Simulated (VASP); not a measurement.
# KF (Carobbiite) (I4/mmm) in VASP: further runs

KF (Carobbiite) is run at these levels: PBEsol; tasks: single point.

All numbers are computed with VASP 6.6.1; they aren't measurements. Logs are shortened: lines on timing, memory, paths and dates and some standing lists are left out, and cuts for length are marked.

**1. The cell of the first run**

The structure is tetragonal, space group I4/mmm (No. 139). The conventional cell has a = 3.735 Å, b = 3.735 Å, c = 5.319 Å, α = 90.00°, β = 90.00°, γ = 90.00°. Within 3.5 Å of K (site symmetry 4/mmm) lie 6 F at 2.64 to 2.66 Å. Within 3.5 Å of F (site symmetry 4/mmm) lie 6 K at 2.64 to 2.66 Å.

**2. Single point, PBEsol (in-plane strain -0.005, then relaxed in part)**

INCAR

```
SYSTEM = KF
  ALGO = Normal
  EDIFF = 1E-6
  ENCUT = 520
  GGA = PS
  ISIF = 2
  ISMEAR = 0
  LASPH = .TRUE.
  LCHARG = .FALSE.
  LREAL = .FALSE.
  LWAVE = .FALSE.
  NBANDS = 15
  NELM = 80
  PREC = Accurate
  SIGMA = 0.01
```

KPOINTS

```
k-points
0
G
  8 8 8
  0 0 0
```

POSCAR

```
KF
1.0
    2.6409165032      2.6409165032      0.0000000000
   -2.6409165032      2.6409165032      0.0000000000
    0.0000000000      2.6409165032      2.6597341982
K F
1 1
Direct
    0.0000000000      0.0000000000      0.0000000000
    0.5000000000      0.5000000000      0.0000000000
```

Potentials or basis: VASP PAW PBE potentials, release 64 (K_sv, F).

Started as:

```bash
$ cat potpaw_PBE.64/K_sv/POTCAR potpaw_PBE.64/F/POTCAR > POTCAR
$ mpirun -np 1 vasp_std > vasp.out
```

OUTCAR:

```text
SYSTEM = KF
   EDIFF = 1E-6
   ENCUT = 520
   GGA = PS
   ISIF = 2
   ISMEAR = 0
   LASPH = .TRUE.
   LREAL = .FALSE.
   NELM = 80
   PREC = Accurate

 ion  position               nearest neighbor table
   1  0.000  0.000  0.000-   2 2.64   2 2.64   2 2.64   2 2.64   2 2.66   2 2.66
   2  0.500  0.500  0.000-   1 2.64   1 2.64   1 2.64   1 2.64   1 2.66   1 2.66

  LATTYP: Found a body centered tetragonal cell.
 ALAT       =     3.7348199359
 C/A-ratio  =     1.4242904578

  Lattice vectors:

 A1 = (   2.6409165032,   0.0000000000,  -2.6597341982)
 A2 = (  -2.6409165032,   0.0000000000,  -2.6597341982)
 A3 = (   0.0000000000,   2.6409165032,   2.6597341982)

Analysis of symmetry for initial positions (statically):
=====================================================================
 Subroutine PRICEL returns:
 Original cell was already a primitive cell.

 Routine SETGRP: Setting up the symmetry group for a
 body centered tetragonal supercell.

 Subroutine GETGRP returns: Found 16 space group operations
 (whereof 16 operations were pure point group operations)
 out of a pool of 16 trial point group operations.

The static configuration has the point symmetry D_4h.

Analysis of symmetry for dynamics (positions and initial velocities):
=====================================================================
 Subroutine PRICEL returns:
 Original cell was already a primitive cell.

 Routine SETGRP: Setting up the symmetry group for a
 body centered tetragonal supercell.

 Subroutine GETGRP returns: Found 16 space group operations
 (whereof 16 operations were pure point group operations)
 out of a pool of 16 trial point group operations.

The dynamic configuration has the point symmetry D_4h.

 Subroutine INISYM returns: Found 16 space group operations
 (whereof 16 operations are pure point group operations),
 and found     1 'primitive' translations

----------------------------------------------------------------------------------------

                                     Primitive cell

  volume of cell :      37.1003

  direct lattice vectors                    reciprocal lattice vectors
     2.640916503  2.640916503  0.000000000     0.189328212  0.189328212 -0.187988710
    -2.640916503  2.640916503  0.000000000    -0.189328212  0.189328212 -0.187988710
     0.000000000  2.640916503  2.659734198     0.000000000  0.000000000  0.375977419

  length of vectors
     3.734819936  3.734819936  3.748149674     0.327154549  0.327154549  0.375977419

  position of ions in fractional coordinates (direct lattice)
     0.000000000  0.000000000  0.000000000
     0.500000000  0.500000000  0.000000000

  ion indices of the primitive-cell ions
   primitive index   ion index
                 1           1
                 2           2

----------------------------------------------------------------------------------------

 KPOINTS: k-points

Automatic generation of k-mesh.
 Grid dimensions read from file:
 generate k-points for:    8    8    8

 Generating k-lattice:

  Cartesian coordinates                     Fractional coordinates (reciprocal lattice)
     0.023666027  0.023666027 -0.023498589     0.125000000  0.000000000  0.000000000
    -0.023666027  0.023666027 -0.023498589     0.000000000  0.125000000  0.000000000
     0.000000000  0.000000000  0.046997177     0.000000000  0.000000000  0.125000000

  Length of vectors
     0.040894319  0.040894319  0.046997177

  Shift w.r.t. Gamma in fractional coordinates (k-lattice)
     0.000000000  0.000000000  0.000000000

 Subroutine IBZKPT returns following result:
 ===========================================

 Found     59 irreducible k-points:

 Following reciprocal coordinates:
            Coordinates               Weight
  0.000000  0.000000  0.000000      1.000000
  0.125000  0.000000  0.000000      8.000000
  0.250000  0.000000  0.000000      8.000000
  0.375000  0.000000  0.000000      8.000000
  0.500000  0.000000  0.000000      4.000000
  0.125000  0.125000  0.000000      8.000000
[... 16 lines left out ...]
  0.250000  0.000000  0.125000      4.000000
  0.375000  0.000000  0.125000      8.000000
 [... further k-points ...]
   k-points           NKPTS =     59   k-points in BZ     NKDIM =     59   number of bands    NBANDS=     15
   number of dos      NEDOS =    301   number of ions     NIONS =      2
   total plane-waves  NPLWV =  21952
   dimension x,y,z NGX =    28 NGY =   28 NGZ =   28
   dimension x,y,z NGXF=    56 NGYF=   56 NGZF=   56
   ions per type =               1   1
   NGX,Y,Z   is equivalent  to a cutoff of  12.46, 12.46, 12.42 a.u.
   NGXF,Y,Z  is equivalent  to a cutoff of  24.93, 24.93, 24.84 a.u.
 SYSTEM =  KF
   PREC   = accura    normal or accurate (medium, high low for compatibility)
   ISTART =      0    job   : 0-new  1-cont  2-samecut
   ICHARG =      2    charge: 1-file 2-atom 10-const
   ISPIN  =      1    spin polarized calculation?
   LNONCOLLINEAR =      F non collinear calculations
   LSORBIT =      F    spin-orbit coupling
   LASPH  =      T    aspherical Exc in radial PAW
   ENCUT  =  520.0 eV  38.22 Ry    6.18 a.u.   6.94  6.94  6.97*2*pi/ulx,y,z
   NELM   =     80;   NELMIN=  2; NELMDL= -5     # of ELM steps
   EDIFF  = 0.1E-05   stopping-criterion for ELM
   LREAL  =      F    real-space projection
   EDIFFG = 0.1E-04   stopping-criterion for IOM
   NSW    =      0    number of steps for IOM
   IBRION =     -1    ionic relax: 0-MD 1-quasi-New 2-CG
   NFREE  =      0    steps in history (QN), initial steepest desc. (CG)
   ISIF   =      2    stress and relaxation
   ISYM   =      2    0-nonsym 1-usesym 2-fastsym
   POTIM  = 0.5000    time-step for ionic-motion
   TEBEG  =    0.0;   TEEND  =   0.0 temperature during run
   PSTRESS=    0.0 pullay stress
   NELECT =      16.0000    total number of electrons
   NUPDOWN=      -1.0000    fix difference up-down
   EMIN   =  10.00;   EMAX   =-10.00  energy-range for DOS
   EFERMI =   0.00;   METHOD = LEGACY
   ISMEAR =     0;   SIGMA  =   0.01  broadening in eV -4-tet -1-fermi 0-gaus
   EFERMI_NEDOS =   21; number of points for ismear=-14 and -15
   IALGO  =     38    algorithm
   IMIX   =      4    mixing-type and parameters
     AMIX     =   0.40;   BMIX     =  1.00
     AMIX_MAG =   1.60;   BMIX_MAG =  1.00
  volume/ion in A,a.u.               =      18.55       125.18
  Fermi-wavevector in a.u.,A,eV,Ry     =   1.236865  2.337336 20.814669  1.529835
  Thomas-Fermi vector in A             =   2.371456
   LORBIT       =      0    0 simple, 1 ext, 2 COOP (PROOUT), +10 PAW based schemes
   GGA     = PS    functional components
   LHFCALC =     F    Hartree Fock is set to
   AEXX    =    0.0000 exact exchange contribution
   IVDW    =     0    specifies the selected vdW correction
   LEPSILON=     F    determine dielectric tensor
   LRPA    =     F    only Hartree local field effects (RPA)
 non-spin polarized calculation
 Gauss-broadening in eV      SIGMA  =   0.01
  energy-cutoff  :      520.00
  volume of cell :       37.10
 maximum number of plane-waves:      1010
   NGX = 13   NGY = 13   NGZ = 13

 number of electron      16.0000014 magnetization

 Free energy of the ion-electron system (eV)
  ---------------------------------------------------
  ext. energy  EPLUGINS =         0.00000000
  ---------------------------------------------------
  free energy    TOTEN  =        -8.51920367 eV

  energy without entropy =       -8.51920367  energy(sigma->0) =       -8.51920367

 E-fermi :  -2.7832     XC(G=0):  -8.7441

 val. band max:       -2.8303918531   @ k =   0.0000   0.0000   0.0000
 cond. band min:       3.3351782549   @ k =   0.0000   0.0000   0.0000
 fundamental gap:      6.1655701080
 Fermi energy:        -2.7832193892

 k-point     1 :       0.0000    0.0000    0.0000
  band No.  band energies     occupation
      1     -28.7227      2.00000
      2     -21.3776      2.00000
      3     -12.0129      2.00000
      4     -12.0121      2.00000
      5     -12.0121      2.00000
      6      -2.8422      2.00000
      7      -2.8304      2.00000
      8      -2.8304      2.00000
      9       3.3352      0.00000
     10       7.8440      0.00000
     11       7.8883      0.00000
     12       7.8883      0.00000
     13       9.5520      0.00000
     14       9.6227      0.00000
     15      14.0567      0.00000

 k-point     2 :       0.1250    0.0000    0.0000
  band No.  band energies     occupation
      1     -28.7065      2.00000
      2     -21.3932      2.00000
      3     -12.0567      2.00000
      4     -12.0190      2.00000
      5     -12.0172      2.00000
      6      -2.9850      2.00000
      7      -2.8952      2.00000
      8      -2.8889      2.00000
      9       3.7827      0.00000
     10       7.6092      0.00000
     11       8.0790      0.00000
     12       8.1067      0.00000
     13       9.7077      0.00000
     14       9.7778      0.00000
     15      14.8503      0.00000

 k-point     3 :       0.2500    0.0000    0.0000
  band No.  band energies     occupation
      1     -28.6670      2.00000
      2     -21.4310      2.00000
      3     -12.1627      2.00000
      4     -12.0343      2.00000
      5     -12.0295      2.00000
      6      -3.3024      2.00000
      7      -3.0299      2.00000
      8      -3.0270      2.00000
      9       4.8882      0.00000
     10       7.2563      0.00000
     11       8.6228      0.00000
     12       8.6518      0.00000
     13      10.1893      0.00000
     14      10.2515      0.00000
     15      15.9914      0.00000
[... 343 lines left out ...]
 k-point    23 :       0.2500    0.0000    0.1250
  band No.  band energies     occupation
      1     -28.6825      2.00000
      2     -21.4148      2.00000
      3     -12.0943      2.00000
      4     -12.0854      2.00000
      5     -12.0057      2.00000
      6      -3.2013      2.00000
      7      -3.0118      2.00000
      8      -2.8847      2.00000
      9       4.4217      0.00000
     10       7.2470      0.00000
     11       8.3502      0.00000
     12       8.5803      0.00000
     13       9.9796      0.00000
     14      10.0156      0.00000
     15      15.8422      0.00000

 k-point    24 :       0.3750    0.0000    0.1250
  band No.  band energies     occupation
      1     -28.6434      2.00000
      2     -21.4471      2.00000
      3     -12.2087      2.00000
      4     -12.1227      2.00000
      5     -12.0184      2.00000
      6      -3.4409      2.00000
      7      -3.1413      2.00000
      8      -2.9773      2.00000
      9       5.5155      0.00000
     10       7.0360      0.00000
     11       8.9298      0.00000
     12       8.9998      0.00000
     13      10.4499      0.00000
     14      10.7695      0.00000
     15      15.5644      0.00000

 [... further k-points ...]
[... 5 lines left out ...]
  --------------------------------------------------------------------------------------
  -------------------------------------------------------------------------------------
  Total        0.1027541      0.1027541      0.0056450      0.0000000      0.0000000      0.0000000
  in kB        4.4374378      4.4374378      0.2437797      0.0000000      0.0000000      0.0000000
  external PRESSURE =       3.0395517 kB  Pullay stress =       0.0000000 kB

 VOLUME and BASIS-vectors are now :
 -----------------------------------------------------------------------------
  energy-cutoff  :      520.00
  volume of cell :       37.10
      direct lattice vectors                 reciprocal lattice vectors
     2.640916503  2.640916503  0.000000000     0.189328212  0.189328212 -0.187988710
    -2.640916503  2.640916503  0.000000000    -0.189328212  0.189328212 -0.187988710
     0.000000000  2.640916503  2.659734198     0.000000000  0.000000000  0.375977419

 POSITION                                       TOTAL-FORCE (eV/Angst)
 -----------------------------------------------------------------------------------
      0.00000      0.00000      0.00000         0.000000     -0.000000      0.000000
      0.00000      2.64092      0.00000        -0.000000      0.000000      0.000000
 -----------------------------------------------------------------------------------
    total drift:                               -0.000000      0.000000      0.000000

  FREE ENERGIE OF THE ION-ELECTRON SYSTEM (eV)
  ---------------------------------------------------
  free  energy   TOTEN  =        -8.5192036722 eV

  energy  without entropy=       -8.5192036722  energy(sigma->0) =       -8.51920367
```

Wall time 50 s (1 thread of Intel Xeon 8259CL, shared host); peak memory 0.17 GiB.

What came out:

```
Free energy            : -8.5192 eV
Pressure               : 0.3 GPa
Band gap on the k mesh : 6.17 eV, direct
```

Stress tensor (GPa, compression positive):
```
0.44 0.00 0.00
0.00 0.44 0.00
0.00 0.00 0.02
```

Caveat: the cell differs from its parent crystal (in-plane strain -0.005, then relaxed in part); the PAW data sets were made with another functional, which shifts forces and pressure a little.

**3. Single point, PBEsol (in-plane strain -0.005)**

INCAR

```
SYSTEM = KF
ALGO     = Normal         ! electronic algorithm
EDIFF    = 1E-6           ! SCF threshold, eV
ENCUT    = 520            ! plane-wave cutoff, eV
GGA      = PS             ! functional
ISIF     = 2              ! what is computed and relaxed
ISMEAR   = 0              ! smearing method
LASPH    = .TRUE.         ! aspherical terms in the spheres
LCHARG   = .FALSE.        ! write CHGCAR
LREAL    = .FALSE.        ! projectors in reciprocal space
LWAVE    = .FALSE.        ! write WAVECAR
NBANDS   = 15             ! bands
NELM     = 100            ! most SCF steps
PREC     = Accurate       ! precision mode
SIGMA    = 0.01           ! smearing width, eV
```

KPOINTS is that of step 2.

POSCAR: that of step 2 with these lines changed.

```diff
@@ -4,3 +4,3 @@
    -2.6409165032      2.6409165032      0.0000000000
-    0.0000000000      2.6409165032      2.6597341982
+    0.0000000000      2.6409165032      2.6621500027
 K F
```

Potentials or basis: VASP PAW PBE potentials, release 64 (K_sv, F).

Started as:

```bash
$ cat potpaw_PBE.64/K_sv/POTCAR potpaw_PBE.64/F/POTCAR > POTCAR
$ mpirun -np 1 vasp_std > vasp.out
```

Wall time 41 s (1 thread of Intel Xeon 8259CL, shared host); peak memory 0.17 GiB.

Results (log left out):

| Item | Value |
| --- | --- |
| Free energy | -8.5192 eV |
| Pressure | 0.3 GPa |
| Band gap on the k mesh | 6.16 eV, direct |

Stress tensor (GPa, compression positive):
```
 0.43  0.00  0.00
 0.00  0.43  0.00
 0.00  0.00 -0.04
```

Levels at points of the mesh, in eV from the valence-band top:
```csv
k point,band 5,band 6,band 7,band 8,band 9,band 10,band 11,band 12
"(0.00, 0.00, 0.00)",-9.19,-0.01,0.00,0.00,6.16,10.67,10.72,10.72
"(0.50, 0.00, 0.00)",-9.22,-0.85,-0.38,-0.38,9.08,10.65,12.15,12.20
"(0.50, 0.50, 0.00)",-9.42,-0.20,-0.06,-0.05,8.10,10.38,11.89,13.74
"(0.00, 0.00, 0.50)",-9.42,-0.22,-0.05,-0.05,8.13,10.37,11.82,13.74
```

Caveat: the cell differs from its parent crystal (in-plane strain -0.005); the PAW data sets were made with another functional, which shifts forces and pressure a little. A k mesh can miss the band edges.

(Continued in part 2 of 4.)
